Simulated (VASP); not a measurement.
Here is a VASP 6.6.1 calculation.

File POSCAR:

```
SiC
1.0
    0.0000000000      2.1781707228      2.1781707228
    2.1781707228      0.0000000000      2.1781707228
    2.1781707228      2.1781707228      0.0000000000
Si C
1 1
Direct
    0.0000000000      0.0000000000      0.0000000000
    0.7500000000      0.7500000000      0.7500000000
```

Contents of INCAR.step1:

```
SYSTEM = SiC
PREC = Accurate
ENCUT = 600
ISMEAR = 0
SIGMA = 0.01
LREAL = .False.
LASPH = .True.
NELM = 60
GGA = PE
ALGO = Normal
EDIFF = 1E-4
LWAVE = .True.
LCHARG = .False.
```

Contents of INCAR.step2:

```
SYSTEM = SiC
PREC = Accurate
ENCUT = 600
EDIFF = 1E-6
ISMEAR = 0
SIGMA = 0.01
LREAL = .False.
LASPH = .True.
NELM = 60
ALGO = Normal
ISIF = 3
LWAVE = .False.
LCHARG = .False.
METAGGA = R2SCAN
LMIXTAU = .True.
IBRION = 2
NSW = 100
EDIFFG = -0.002
PSTRESS = 150.0
ISTART = 1
```

Contents of KPOINTS:

```
regular mesh
0
Gamma
  8 8 8
  0 0 0
```

Potentials or basis: VASP PAW PBE potentials, release 64 (Si, C).

Run with:

```bash
$ cat potpaw_PBE.64/Si/POTCAR potpaw_PBE.64/C/POTCAR > POTCAR
$ cp INCAR.step1 INCAR
$ mpirun -np 1 vasp_std > vasp.out
$ cp INCAR.step2 INCAR
$ mpirun -np 1 vasp_std > vasp.out
```

Problem. What does it give for the space group after relaxing (to 0.05 Å)?

Solution. F-43m (No. 216).

Problem. Predict the band gap on the k mesh.

Solution. 1.68 eV, indirect (least direct gap 5.14 eV).

Problem. What does it give for the relaxed volume?

Solution. 9.73 Å³/atom.

Final structure:
```
Si C
1.0
     0.00000    2.13472    2.13472
     2.13472    0.00000    2.13472
     2.13472    2.13472    0.00000
Si C
1 1
Direct
  0.00000 0.00000 0.00000
  0.75000 0.75000 0.75000
```

Caveat: the cell is relaxed towards a set pressure, so the enthalpy falls and the energy may rise; the PAW data sets were made with another functional, which shifts forces and pressure a little. r2SCAN opens gaps a little over a GGA but as a rule still falls short of measured ones.
